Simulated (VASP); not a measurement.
# Mg12CO12F4 in VASP: further runs, part 2 of 2

VASP 6.6.1.

## (5) Single point, PBE

The input, INCAR:

```
PREC     = Accurate       # precision mode
ENCUT    = 620            # plane-wave cutoff, eV
EDIFF    = 1E-6           # SCF threshold, eV
ISMEAR   = 0              # smearing method
SIGMA    = 0.05           # smearing width, eV
LREAL    = Auto         
LASPH    = T              # aspherical terms in the spheres
NELM     = 120            # most SCF steps
ALGO     = Normal         # electronic algorithm
ISIF     = 2              # what is computed and relaxed
LWAVE    = F              # write WAVECAR
LCHARG   = T              # write CHGCAR
GGA      = PE             # functional
LELF     = T              # ELF
LVHAR    = T            
NBANDS   = 132            # bands
GGA_COMPAT= F            
NELMDL   = -8
```

The input, KPOINTS:

```
regular mesh
0
Gamma
  2 2 1
```

The input, POSCAR:

```
Mg12CO12F4
1.0
    5.6059430000      0.0000000000      0.0000000000
    2.8029710000      4.8548890000      0.0000000000
    0.0000000000      0.0000000000     16.7215410000
Mg O C F
12 12 1 4
Direct
    0.0000000000      0.0000000000      0.0598031007
    0.0000001407      0.4999998970      0.0598031007
    0.4999999108      0.0000000000      0.0598031007
    0.5000000515      0.4999998970      0.0598031007
    0.6673553019      0.6656273707      0.2107427180
    0.6676403458      0.1670382165      0.2108214787
    0.1663304378      0.6670475885      0.2107077332
    0.1652076066      0.1669591210      0.2107364387
    0.3371352580      0.3219558676      0.3588349901
    0.3404542438      0.8390457537      0.3613133502
    0.8324773954      0.3349129094      0.3654577649
    0.8216764104      0.8406048006      0.3629220537
    0.3333333459      0.8333333677      0.1282362672
    0.3333333082      0.3333332647      0.1282362672
    0.8333332567      0.8333333677      0.1282362672
    0.8333333974      0.3333332647      0.1282362672
    0.0006674974      0.5015346386      0.2801879324
    0.0011426328     -0.0028361102      0.2809641767
    0.4976958246      0.5016225912      0.2798246286
    0.5002725478     -0.0003165881      0.2774716158
    0.6572691267      0.1712681794      0.4279695274
    0.6645316113      0.6727439083      0.4297865251
    0.1720261796      0.1654598076      0.4288206452
    0.1729254965      0.6615831999      0.4242339268
    0.4707278612      0.3576909791      0.5779937985
    0.1830610981      0.6477876219      0.5093141834
    0.4642174672      0.1374639049      0.5673048913
    0.6910775983      0.3647448994      0.5678963440
    0.3203313151      0.5071796698      0.6378453397
```

Potentials or basis: VASP PAW PBE potentials, release 64 (Mg_sv, O, C, F).

Run with:

```sh
> cat potpaw_PBE.64/Mg_sv/POTCAR potpaw_PBE.64/O/POTCAR potpaw_PBE.64/C/POTCAR potpaw_PBE.64/F/POTCAR > POTCAR
> mpirun -np 1 vasp_std > vasp.out
```

OUTCAR:

```text
PREC = Accurate
   ENCUT = 620
   EDIFF = 1E-6
   ISMEAR = 0
   LREAL = Auto
   LASPH = T
   NELM = 120
   ISIF = 2
   GGA = PE
   NELMDL = -8

 ion  position               nearest neighbor table
   1  0.000  0.000  0.060-  16 1.98  15 1.98  13 1.98
   2  0.000  0.500  0.060-  14 1.98  16 1.98  15 1.98
   3  0.500  0.000  0.060-  13 1.98  14 1.98  15 1.98
   4  0.500  0.500  0.060-  14 1.98  16 1.98  13 1.98
   5  0.667  0.666  0.211-  20 1.97  19 1.99  17 1.99  16 2.12
   6  0.668  0.167  0.211-  20 1.97  19 1.99  18 2.00  16 2.12
   7  0.166  0.667  0.211-  19 1.98  17 1.98  18 1.99  15 2.12  13 2.13  14 2.13
   8  0.165  0.167  0.211-  20 1.97  17 2.00  18 2.00  16 2.12  13 2.13
   9  0.337  0.322  0.359-  21 1.94  23 1.95  24 1.98  20 2.07  17 2.10  19 2.12
  10  0.340  0.839  0.361-  23 1.95  22 1.95  24 1.98  20 2.09  18 2.13
  11  0.832  0.335  0.365-  21 1.95  23 1.96  22 1.96
  12  0.822  0.841  0.363-  22 1.93  21 1.94  24 1.99  20 2.12
  13  0.333  0.833  0.128-   3 1.98   1 1.98   4 1.98   7 2.13   8 2.13
  14  0.333  0.333  0.128-   2 1.98   3 1.98   4 1.98   7 2.13
  15  0.833  0.833  0.128-   1 1.98   3 1.98   2 1.98   7 2.12
  16  0.833  0.333  0.128-   1 1.98   2 1.98   4 1.98   8 2.12   6 2.12   5 2.12
  17  0.001  0.502  0.280-   7 1.98   5 1.99   8 2.00   9 2.10
  18  0.001  0.997  0.281-   7 1.99   6 2.00   8 2.00  10 2.13
  19  0.498  0.502  0.280-   7 1.98   5 1.99   6 1.99   9 2.12
  20  0.500  1.000  0.277-   5 1.97   6 1.97   8 1.97   9 2.07  10 2.09  12 2.12
  21  0.657  0.171  0.428-   9 1.94  12 1.94  11 1.95
  22  0.665  0.673  0.430-  12 1.93  10 1.95  11 1.96
  23  0.172  0.165  0.429-  10 1.95   9 1.95  11 1.96
  24  0.173  0.662  0.424-  26 1.42  10 1.98   9 1.98  12 1.99
  25  0.471  0.358  0.578-  27 1.27  28 1.27  29 1.31  26 1.99
  26  0.183  0.648  0.509-  24 1.42  25 1.99
  27  0.464  0.137  0.567-  25 1.27
  28  0.691  0.365  0.568-  25 1.27
  29  0.320  0.507  0.638-  25 1.31

  LATTYP: Found a hexagonal cell.
 ALAT       =     5.6059427066
 C/A-ratio  =     2.9828240985

  Lattice vectors:

 A1 = (  -2.8029710000,  -4.8548890000,   0.0000000000)
 A2 = (   5.6059430000,   0.0000000000,   0.0000000000)
 A3 = (   0.0000000000,   0.0000000000,  16.7215410000)

Analysis of symmetry for initial positions (statically):
=====================================================================
 Subroutine PRICEL returns:
 Original cell was already a primitive cell.

 Routine SETGRP: Setting up the symmetry group for a
 hexagonal supercell.

 Subroutine GETGRP returns: Found  1 space group operations
 (whereof  1 operations were pure point group operations)
 out of a pool of 24 trial point group operations.

The static configuration has the point symmetry C_1 .

Analysis of symmetry for dynamics (positions and initial velocities):
=====================================================================
 Subroutine PRICEL returns:
 Original cell was already a primitive cell.

 Routine SETGRP: Setting up the symmetry group for a
 hexagonal supercell.

 Subroutine GETGRP returns: Found  1 space group operations
 (whereof  1 operations were pure point group operations)
 out of a pool of 24 trial point group operations.

The dynamic configuration has the point symmetry C_1 .

 Subroutine INISYM returns: Found  1 space group operations
[... 109 lines left out ...]
  0.500000  0.000000  0.000000      1.000000
  0.500000  0.500000  0.000000      1.000000
  0.000000  0.500000  0.000000      1.000000
   k-points           NKPTS =      4   k-points in BZ     NKDIM =      4   number of bands    NBANDS=    132
   number of dos      NEDOS =    301   number of ions     NIONS =     29
   total plane-waves  NPLWV = 322560
   dimension x,y,z NGX =    48 NGY =   48 NGZ =  140
   dimension x,y,z NGXF=    96 NGYF=   96 NGZF=  280
   ions per type =              12  12   1   4
   NGX,Y,Z   is equivalent  to a cutoff of  14.23, 14.23, 13.92 a.u.
   NGXF,Y,Z  is equivalent  to a cutoff of  28.47, 28.47, 27.84 a.u.
 SYSTEM =  unknown system
   PREC   = accura    normal or accurate (medium, high low for compatibility)
   ISTART =      0    job   : 0-new  1-cont  2-samecut
   ICHARG =      2    charge: 1-file 2-atom 10-const
   ISPIN  =      1    spin polarized calculation?
   LNONCOLLINEAR =      F non collinear calculations
   LSORBIT =      F    spin-orbit coupling
   LASPH  =      T    aspherical Exc in radial PAW
   ENCUT  =  620.0 eV  45.57 Ry    6.75 a.u.  11.38 11.38 33.95*2*pi/ulx,y,z
   NELM   =    120;   NELMIN=  2; NELMDL= -8     # of ELM steps
   EDIFF  = 0.1E-05   stopping-criterion for ELM
   LREAL  =      T    real-space projection
   EDIFFG = 0.1E-04   stopping-criterion for IOM
   NSW    =      0    number of steps for IOM
   IBRION =     -1    ionic relax: 0-MD 1-quasi-New 2-CG
   NFREE  =      0    steps in history (QN), initial steepest desc. (CG)
   ISIF   =      2    stress and relaxation
   ISYM   =      2    0-nonsym 1-usesym 2-fastsym
   POTIM  = 0.5000    time-step for ionic-motion
   TEBEG  =    0.0;   TEEND  =   0.0 temperature during run
   PSTRESS=    0.0 pullay stress
   NELECT =     224.0000    total number of electrons
   NUPDOWN=      -1.0000    fix difference up-down
   EMIN   =  10.00;   EMAX   =-10.00  energy-range for DOS
   EFERMI =   0.00;   METHOD = LEGACY
   ISMEAR =     0;   SIGMA  =   0.05  broadening in eV -4-tet -1-fermi 0-gaus
   EFERMI_NEDOS =   21; number of points for ismear=-14 and -15
   IALGO  =     38    algorithm
   IMIX   =      4    mixing-type and parameters
     AMIX     =   0.40;   BMIX     =  1.00
     AMIX_MAG =   1.60;   BMIX_MAG =  1.00
  volume/ion in A,a.u.               =      15.69       105.90
  Fermi-wavevector in a.u.,A,eV,Ry     =   1.292576  2.442614 22.731970  1.670753
  Thomas-Fermi vector in A             =   2.424275
   LORBIT       =      0    0 simple, 1 ext, 2 COOP (PROOUT), +10 PAW based schemes
   GGA     = PE    functional components
   LHFCALC =     F    Hartree Fock is set to
   AEXX    =    0.0000 exact exchange contribution
   IVDW    =     0    specifies the selected vdW correction
   LEPSILON=     F    determine dielectric tensor
   LRPA    =     F    only Hartree local field effects (RPA)
 non-spin polarized calculation
 Gauss-broadening in eV      SIGMA  =   0.05
  energy-cutoff  :      620.00
  volume of cell :      455.10
 maximum number of plane-waves:     15967
 NGX is ok and might be reduce to    48
   NGX = 23   NGY = 23   NGZ = 67

 number of electron     224.0000066 magnetization

 Free energy of the ion-electron system (eV)
  ---------------------------------------------------
  ext. energy  EPLUGINS =         0.00000000
  ---------------------------------------------------
  free energy    TOTEN  =      -142.58470591 eV

  energy without entropy =     -142.56218730  energy(sigma->0) =     -142.57344660

 E-fermi :   0.5530     XC(G=0):  -7.6929

 val. band max:        0.5323939852   @ k =   0.5000   0.0000   0.0000
 cond. band min:       0.5553886421   @ k =   0.5000   0.5000   0.0000
 fundamental gap:      0.0229946569
 Fermi energy:         0.5529709512

 k-point     1 :       0.0000    0.0000    0.0000
  band No.  band energies     occupation
      1     -74.3696      2.00000
      2     -74.3593      2.00000
      3     -74.3569      2.00000
      4     -74.3472      2.00000
      5     -73.4072      2.00000
      6     -73.3853      2.00000
[... 497 lines left out ...]
    123       6.9096      0.00000
    124       7.1966      0.00000
 [bands above 124 left out]

------------------------ aborting loop because EDIFF is reached ----------------------------------------

  FORCE on cell =-STRESS in cart. coord.  units (eV):
  Direction    XX          YY          ZZ          XY          YZ          ZX
  --------------------------------------------------------------------------------------
  -------------------------------------------------------------------------------------
  Total       47.8099892     46.5610764      3.1416679      1.0704339      0.3108515     -0.1803240
  in kB      168.3158239    163.9190066     11.0602916      3.7684796      1.0943577     -0.6348335
  external PRESSURE =     114.4317073 kB  Pullay stress =       0.0000000 kB

 VOLUME and BASIS-vectors are now :
 -----------------------------------------------------------------------------
  energy-cutoff  :      620.00
  volume of cell :      455.10
      direct lattice vectors                 reciprocal lattice vectors
     5.605943000  0.000000000  0.000000000     0.178382121 -0.102988948  0.000000000
     2.802971000  4.854889000  0.000000000     0.000000000  0.205977933  0.000000000
     0.000000000  0.000000000 16.721541000     0.000000000  0.000000000  0.059803101

 POSITION                                       TOTAL-FORCE (eV/Angst)
 -----------------------------------------------------------------------------------
      0.00000      0.00000      1.00000         0.001185     -0.017964     -0.762181
      1.40149      2.42744      1.00000         0.020959      0.004939     -0.753848
      2.80297      0.00000      1.00000        -0.001431      0.006504     -0.721451
      4.20446      2.42744      1.00000        -0.020914      0.007076     -0.749320
      5.60689      3.23155      3.52394         0.000668     -0.001132     -0.027160
      4.21096      0.81095      3.52526         0.001969      0.000011     -0.026653
[... 21 lines left out ...]
      4.89651      1.77080      9.49610         0.621293      0.008537     -0.068905
      3.21737      2.46230     10.66576        -0.157167      0.269211      0.381708
 -----------------------------------------------------------------------------------
    total drift:                               -0.001866     -0.002016     -0.001877

  FREE ENERGIE OF THE ION-ELECTRON SYSTEM (eV)
  ---------------------------------------------------
  free  energy   TOTEN  =      -142.5847059091 eV

  energy  without entropy=     -142.5621873001  energy(sigma->0) =     -142.57344660
```

Wall time 28 min (1 thread of AMD EPYC, shared host); peak memory 0.75 GiB.

What came out:

```
Free energy            : -142.5847 eV
Largest force          : 0.823 eV/Å
Band gap on the k mesh : zero (bands 112 and 113 overlap by 0.16 eV)
```

Forces in eV/Å, atoms in the order of the input:
```
Mg   0.001 -0.018 -0.762
Mg   0.021  0.005 -0.754
Mg  -0.001  0.007 -0.721
Mg  -0.021  0.007 -0.749
Mg   0.001 -0.001 -0.027
Mg   0.002  0.000 -0.027
Mg   0.000  0.000 -0.028
Mg  -0.002  0.001 -0.027
Mg  -0.001  0.023 -0.019
Mg  -0.022 -0.012 -0.025
Mg   0.000 -0.004 -0.032
Mg   0.023 -0.010 -0.017
O   -0.037  0.003  0.688
O   -0.008  0.023  0.683
O    0.036 -0.006  0.692
O    0.008 -0.021  0.823
O   -0.004  0.000  0.025
O   -0.001  0.002  0.027
O    0.004 -0.002  0.027
O    0.002 -0.001  0.022
O   -0.004  0.010  0.056
O   -0.002  0.000  0.054
O    0.004  0.003  0.049
O   -0.005  0.015 -0.262
C   -0.147  0.237 -0.232
F    0.003 -0.015  0.289
F   -0.313 -0.526 -0.066
F    0.621  0.009 -0.069
F   -0.157  0.269  0.382
```

Caveat: the k points lie up to 0.65 Å⁻¹ apart; there is no dipole correction, which matters where the two faces differ.

## (6) The runs side by side

```tsv
cell	gap on the mesh (eV)	largest force (eV/Å)
as given, atomic positions A	none	0.85
as given, atomic positions B	none	0.84
as given, atomic positions C	none	0.82
as given, atomic positions D	none	0.82
```

Alike in all rows: task single point; level PBE; potentials or basis VASP PAW PBE potentials, release 64 (Mg_sv, O, C, F); no spin polarisation; k mesh 2 × 2 × 1; cutoff (eV) 620; smearing gaussian 0.05 eV.

Caveats: all runs use coarse meshes; there is no dipole correction, which matters where the two faces differ.

Total energies depend on the potentials used, so only differences within one code and one set of settings carry meaning.

The gap in the log of VASP goes by the Fermi energy; the results here count the filled bands.